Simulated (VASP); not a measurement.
# CoSn2 (I4/mcm) in VASP: further runs

CoSn2 is run at these levels: PBEsol; tasks: relaxation of cell and atoms, single point.

Program: VASP 6.6.1. These are calculated values, not measurements. Logs are shortened: lines on timing, memory, paths and dates and some standing lists are left out, and cuts for length are marked.

## (1) The cell of the first run

Symmetry: I4/mcm, No. 140, tetragonal system. The conventional cell has a = 6.365 Å, b = 6.365 Å, c = 5.457 Å, α = 90.00°, β = 90.00°, γ = 90.00°. Co (site symmetry 422) has 2 Co at 2.73 Å and 8 Sn at 2.76 Å within 3.6 Å. Sn (site symmetry m2m) has 4 Co at 2.76 Å and 11 Sn at 2.84 to 3.39 Å within 3.6 Å.

## (2) Relaxation of cell and atoms, PBEsol

INCAR reads:

```
SYSTEM = CoSn2
PREC = Accurate ; ENCUT = 600
EDIFF = 1E-6 ; ISMEAR = 0
SIGMA = 0.1 ; LREAL = .FALSE.
LASPH = .TRUE. ; NELM = 100
ALGO = Fast ; ISIF = 3
LWAVE = .FALSE. ; LCHARG = .FALSE.
GGA = PS ; IBRION = 2
NSW = 80 ; EDIFFG = -0.01
```

KPOINTS reads:

```
regular mesh
0
G
  2 2 2
  0 0 0
```

POSCAR reads:

```
CoSn2
1.0
   -3.1825000000      3.1825000000      2.7285000000
    3.1825000000     -3.1825000000      2.7285000000
    3.1825000000      3.1825000000     -2.7285000000
Co Sn
2 4
Direct
    0.2500000000      0.2500000000      0.0000000000
    0.7500000000      0.7500000000      0.0000000000
    0.6580000000      0.1580000000      0.8160000000
    0.1580000000      0.3420000000      0.5000000000
    0.3420000000      0.8420000000      0.1840000000
    0.8420000000      0.6580000000      0.5000000000
```

Potentials or basis: VASP PAW PBE potentials, release 64 (Co, Sn_d).

Launch:

```bash
$ cat potpaw_PBE.64/Co/POTCAR potpaw_PBE.64/Sn_d/POTCAR > POTCAR
$ mpirun -np 1 vasp_std > vasp.out
```

OUTCAR:

```text
SYSTEM = CoSn2
   PREC = Accurate
   ENCUT = 600
   EDIFF = 1E-6
   ISMEAR = 0
   LREAL = .FALSE.
   LASPH = .TRUE.
   NELM = 100
   ISIF = 3
   GGA = PS
   IBRION = 2
   NSW = 80
   EDIFFG = -0.01

 ion  position               nearest neighbor table
   1  0.250  0.250  0.000-   2 2.73   2 2.73   6 2.76   3 2.76   4 2.76   5 2.76   4 2.76   6 2.76
                             3 2.76   5 2.76
   2  0.750  0.750  0.000-   1 2.73   1 2.73   5 2.76   3 2.76   5 2.76   6 2.76   6 2.76   3 2.76
                             4 2.76   4 2.76
   3  0.658  0.158  0.816-   1 2.76   2 2.76   1 2.76   2 2.76   5 2.84   5 3.19   5 3.19   6 3.39
                             4 3.39   4 3.39   6 3.39   6 3.39   4 3.39   4 3.39   6 3.39
   4  0.158  0.342  0.500-   2 2.76   1 2.76   1 2.76   2 2.76   6 2.84   6 3.19   6 3.19   5 3.39
                             3 3.39   3 3.39   5 3.39   5 3.39   5 3.39   3 3.39   3 3.39
   5  0.342  0.842  0.184-   1 2.76   2 2.76   1 2.76   2 2.76   3 2.84   3 3.19   3 3.19   6 3.39
                             4 3.39   6 3.39   4 3.39   4 3.39   6 3.39   6 3.39   4 3.39
   6  0.842  0.658  0.500-   1 2.76   2 2.76   2 2.76   1 2.76   4 2.84   4 3.19   4 3.19   5 3.39
                             3 3.39   3 3.39   5 3.39   5 3.39   5 3.39   3 3.39   3 3.39

  LATTYP: Found a body centered tetragonal cell.
 ALAT       =     6.3650000000
 C/A-ratio  =     0.8573448547

  Lattice vectors:

 A1 = (  -3.1825000000,   3.1825000000,   2.7285000000)
 A2 = (   3.1825000000,  -3.1825000000,   2.7285000000)
 A3 = (   3.1825000000,   3.1825000000,  -2.7285000000)

Analysis of symmetry for initial positions (statically):
=====================================================================
 Subroutine PRICEL returns:
 Original cell was already a primitive cell.

 Routine SETGRP: Setting up the symmetry group for a
 body centered tetragonal supercell.

 Subroutine GETGRP returns: Found 16 space group operations
 (whereof  8 operations were pure point group operations)
 out of a pool of 16 trial point group operations.

The static configuration has the point symmetry C_4h.
 The point group associated with its full space group is D_4h.

Analysis of symmetry for dynamics (positions and initial velocities):
=====================================================================
 Subroutine PRICEL returns:
 Original cell was already a primitive cell.

 Routine SETGRP: Setting up the symmetry group for a
 body centered tetragonal supercell.

 Subroutine GETGRP returns: Found 16 space group operations
 (whereof  8 operations were pure point group operations)
 out of a pool of 16 trial point group operations.

The dynamic configuration has the point symmetry C_4h.
 The point group associated with its full space group is D_4h.
[... 79 lines left out ...]
   ICHARG =      2    charge: 1-file 2-atom 10-const
   ISPIN  =      1    spin polarized calculation?
   LNONCOLLINEAR =      F non collinear calculations
   LSORBIT =      F    spin-orbit coupling
   LASPH  =      T    aspherical Exc in radial PAW
   ENCUT  =  600.0 eV  44.10 Ry    6.64 a.u.  10.51 10.51 10.51*2*pi/ulx,y,z
   NELM   =    100;   NELMIN=  2; NELMDL= -5     # of ELM steps
   EDIFF  = 0.1E-05   stopping-criterion for ELM
   LREAL  =      F    real-space projection
   EDIFFG = -.1E-01   stopping-criterion for IOM
   NSW    =     80    number of steps for IOM
   IBRION =      2    ionic relax: 0-MD 1-quasi-New 2-CG
   NFREE  =      1    steps in history (QN), initial steepest desc. (CG)
   ISIF   =      3    stress and relaxation
   ISYM   =      2    0-nonsym 1-usesym 2-fastsym
   POTIM  = 0.5000    time-step for ionic-motion
   TEBEG  =    0.0;   TEEND  =   0.0 temperature during run
   PSTRESS=    0.0 pullay stress
   NELECT =      74.0000    total number of electrons
   NUPDOWN=      -1.0000    fix difference up-down
   EMIN   =  10.00;   EMAX   =-10.00  energy-range for DOS
   EFERMI =   0.00;   METHOD = LEGACY
   ISMEAR =     0;   SIGMA  =   0.10  broadening in eV -4-tet -1-fermi 0-gaus
   EFERMI_NEDOS =   21; number of points for ismear=-14 and -15
   IALGO  =     68    algorithm
   IMIX   =      4    mixing-type and parameters
     AMIX     =   0.40;   BMIX     =  1.00
     AMIX_MAG =   1.60;   BMIX_MAG =  1.00
  volume/ion in A,a.u.               =      18.42       124.33
  Fermi-wavevector in a.u.,A,eV,Ry     =   1.432117  2.706309 27.904990  2.050959
  Thomas-Fermi vector in A             =   2.551779
   LORBIT       =      0    0 simple, 1 ext, 2 COOP (PROOUT), +10 PAW based schemes
   GGA     = PS    functional components
   LHFCALC =     F    Hartree Fock is set to
   AEXX    =    0.0000 exact exchange contribution
   IVDW    =     0    specifies the selected vdW correction
   LEPSILON=     F    determine dielectric tensor
   LRPA    =     F    only Hartree local field effects (RPA)
 conjugate gradient relaxation of ions
 non-spin polarized calculation
 RMM-DIIS sequential band-by-band and
 Gauss-broadening in eV      SIGMA  =   0.10
  energy-cutoff  :      600.00
  volume of cell :      110.54
 maximum number of plane-waves:      3707
   NGX = 21   NGY = 21   NGZ = 21

--------------------------------------- Ionic step        1  -------------------------------------------

 number of electron      74.0000008 magnetization

 Free energy of the ion-electron system (eV)
  ---------------------------------------------------
  ext. energy  EPLUGINS =         0.00000000
  ---------------------------------------------------
  free energy    TOTEN  =       -33.25339423 eV

  energy without entropy =      -33.18232347  energy(sigma->0) =      -33.21785885

------------------------ aborting loop because EDIFF is reached ----------------------------------------

  FORCE on cell =-STRESS in cart. coord.  units (eV):
  Direction    XX          YY          ZZ          XY          YZ          ZX
  --------------------------------------------------------------------------------------
  -------------------------------------------------------------------------------------
  Total       -1.9105419     -1.9105419     -6.3186777      0.0000000     -0.0000000     -0.0000000
  in kB      -27.6914935    -27.6914935    -91.5832421      0.0000000     -0.0000000     -0.0000000
  external PRESSURE =     -48.9887430 kB  Pullay stress =       0.0000000 kB
[... 307 lines left out ...]
--------------------------------------- Ionic step        9  -------------------------------------------

 number of electron      73.9999993 magnetization

 Free energy of the ion-electron system (eV)
  ---------------------------------------------------
  ext. energy  EPLUGINS =         0.00000000
  ---------------------------------------------------
  free energy    TOTEN  =       -33.66639055 eV

  energy without entropy =      -33.60830003  energy(sigma->0) =      -33.63734529

 E-fermi :  11.2029     XC(G=0): -12.1256

 val. band max:       11.1828864509   @ k =   0.5000   0.0000   0.0000
 cond. band min:      11.3018586711   @ k =   0.5000   0.5000   0.5000
 fundamental gap:      0.1189722203
 Fermi energy:        11.2028578305

 k-point     1 :       0.0000    0.0000    0.0000
  band No.  band energies     occupation
      1     -10.6183      2.00000
      2     -10.5947      2.00000
      3     -10.5839      2.00000
      4     -10.5839      2.00000
      5     -10.5681      2.00000
      6     -10.5676      2.00000
[... 210 lines left out ...]
  FREE ENERGIE OF THE ION-ELECTRON SYSTEM (eV)
  ---------------------------------------------------
  free  energy   TOTEN  =       -33.6663905534 eV

  energy  without entropy=      -33.6083000285  energy(sigma->0) =      -33.63734529

 reached required accuracy - stopping structural energy minimisation
```

CONTCAR:

```text
CoSn2
   1.00000000000000
    -3.1699727638873227    3.1699727638873227    2.6364019466132018
     3.1699727638873227   -3.1699727638873227    2.6364019466132018
     3.1699727638873227    3.1699727638873227   -2.6364019466132018
  Co              Sn
     2     4
Direct
     0.2500000000000000    0.2500000000000000    0.0000000000000000
     0.7500000000000000    0.7500000000000000    0.0000000000000000
     0.6694335262748984    0.1694335262748985    0.8388670525497971
     0.1694335262748985    0.3305664737251015    0.5000000000000000
     0.3305664737251015    0.8305664737251016    0.1611329474502030
     0.8305664737251016    0.6694335262748984    0.5000000000000000

  0.00000000E+00  0.00000000E+00  0.00000000E+00
  0.00000000E+00  0.00000000E+00  0.00000000E+00
  0.00000000E+00  0.00000000E+00  0.00000000E+00
  0.00000000E+00  0.00000000E+00  0.00000000E+00
  0.00000000E+00  0.00000000E+00  0.00000000E+00
  0.00000000E+00  0.00000000E+00  0.00000000E+00
```

Wall time 3.7 min (1 thread of Intel Xeon Platinum 8488C (Sapphire Rapids), shared host); peak memory 0.27 GiB.

Results:

| Item | Value |
| --- | --- |
| Free energy | -33.6664 eV |
| Relaxed volume | 17.66 Å³/atom |
| Relaxed cell | a = 5.201 Å, b = 5.201 Å, c = 5.201 Å, α = 104.89°, β = 104.89°, γ = 119.08° |
| Space group after relaxing (to 0.05 Å) | I4/mcm (No. 140) |
| Energy gained by relaxing | 68.8 meV/atom |
| Ionic steps | 9 |
| Pressure after relaxing | 0.0 GPa |
| Largest force after relaxing | 0.004 eV/Å |
| Band gap on the k mesh | zero (band 37 reaches 11.41 eV, above the bottom of band 38 at 10.56 eV) |

Forces in eV/Å, atoms in the order of the input:
```
Co   0.000  0.000  0.000
Co   0.000  0.000  0.000
Sn   0.003  0.003  0.000
Sn  -0.003  0.003  0.000
Sn  -0.003 -0.003  0.000
Sn   0.003 -0.003  0.000
```

Step by step:
```csv
step,energy change (eV),largest force (eV/Å),pressure (GPa),volume (Å³)
1,0.0000,1.4042,-4.90,110.54
2,-0.3268,0.3502,5.06,101.73
3,-0.3420,0.5354,3.29,103.10
4,-0.4057,0.0278,-0.51,106.32
5,-0.4068,0.0850,-0.18,105.90
6,-0.4124,0.0335,0.00,105.83
7,-0.4129,0.0127,0.10,105.79
8,-0.4129,0.0188,0.10,105.79
9,-0.4130,0.0043,0.00,105.97
```

Final structure:
```
CELL_PARAMETERS angstrom
-3.16997 3.16997 2.63640
3.16997 -3.16997 2.63640
3.16997 3.16997 -2.63640
ATOMIC_POSITIONS crystal
Co 0.25000 0.25000 0.00000
Co 0.75000 0.75000 0.00000
Sn 0.66943 0.16943 0.83887
Sn 0.16943 0.33057 0.50000
Sn 0.33057 0.83057 0.16113
Sn 0.83057 0.66943 0.50000
```

Caveat: the k points lie up to 0.77 Å⁻¹ apart in the final cell; the PAW data sets were made with another functional, which shifts forces and pressure a little; spin-orbit coupling is left out, which moves the levels of the heavy elements.

## (3) Single point, PBEsol

This run uses another cell than the first one, of 17.77 Å³/atom, 0.965 times its volume.

INCAR reads:

```
SYSTEM = CoSn2
PREC = Accurate ; ENCUT = 520
EDIFF = 1E-6 ; ISMEAR = 0
SIGMA = 0.1 ; LREAL = .FALSE.
LASPH = .TRUE. ; NELM = 60
ALGO = Fast ; ISIF = 2
LWAVE = .FALSE. ; LCHARG = .FALSE.
GGA = PS ; NBANDS = 46
```

KPOINTS reads:

```
Automatic mesh
0
G
  4 4 4
  0 0 0
```

POSCAR reads:

```
CoSn2
1.0
   -3.1443604510      3.1443604510      2.6963266555
    3.1443604510     -3.1443604510      2.6963266555
    3.1443604510      3.1443604510     -2.6963266555
Co Sn
2 4
Direct
    0.2500000000      0.2500000000      0.0000000000
    0.7500000000      0.7500000000      0.0000000000
    0.6655770777      0.1655770777      0.8311541555
    0.1655770777      0.3344229223      0.5000000000
    0.3344229223      0.8344229223      0.1688458445
    0.8344229223      0.6655770777      0.5000000000
```

Potentials or basis: VASP PAW PBE potentials, release 64 (Co, Sn_d).

Launch:

```bash
$ cat potpaw_PBE.64/Co/POTCAR potpaw_PBE.64/Sn_d/POTCAR > POTCAR
$ mpirun -np 1 vasp_std > vasp.out
```

Wall time 1.9 min (1 thread of Intel Xeon Platinum 8488C (Sapphire Rapids), shared host); peak memory 0.25 GiB.

Results (log left out):

| Property | Result |
| --- | --- |
| Free energy | -33.2520 eV |
| Pressure | -0.1 GPa |
| Largest force | 0.007 eV/Å |
| Band gap on the k mesh | zero (band 37 reaches 11.85 eV, above the bottom of band 38 at 10.22 eV) |

Forces in eV/Å, atoms in the order of the input:
```
Co   0.000  0.000  0.000
Co   0.000  0.000  0.000
Sn   0.005  0.005  0.000
Sn  -0.005  0.005  0.000
Sn  -0.005 -0.005  0.000
Sn   0.005 -0.005  0.000
```

Levels at points of the mesh, in eV from the Fermi level:
```tsv
k point	band 33	band 34	band 35	band 36	band 37	band 38	band 39	band 40	band 41	band 42
(0.00, 0.00, 0.00)	-1.93	-1.33	-1.12	-1.04	-0.57	-0.57	0.44	0.53	0.53	0.68
(0.50, 0.00, 0.00)	-1.02	-1.02	-0.70	-0.70	0.26	0.26	2.03	2.03	3.35	3.35
(0.50, 0.50, 0.00)	-1.40	-1.10	-1.06	-0.68	-0.57	0.76	0.87	1.45	2.99	3.81
(0.50, 0.50, 0.50)	-0.86	-0.67	-0.67	0.28	0.34	1.69	2.74	2.75	2.75	3.03
```

Caveat: the k points lie up to 0.38 Å⁻¹ apart; the PAW data sets were made with another functional, which shifts forces and pressure a little; spin-orbit coupling is left out, which moves the levels of the heavy elements. Spin polarisation is off, so any magnetic state and its effect on volume and gap are missing.

[end of part 1 of 2]
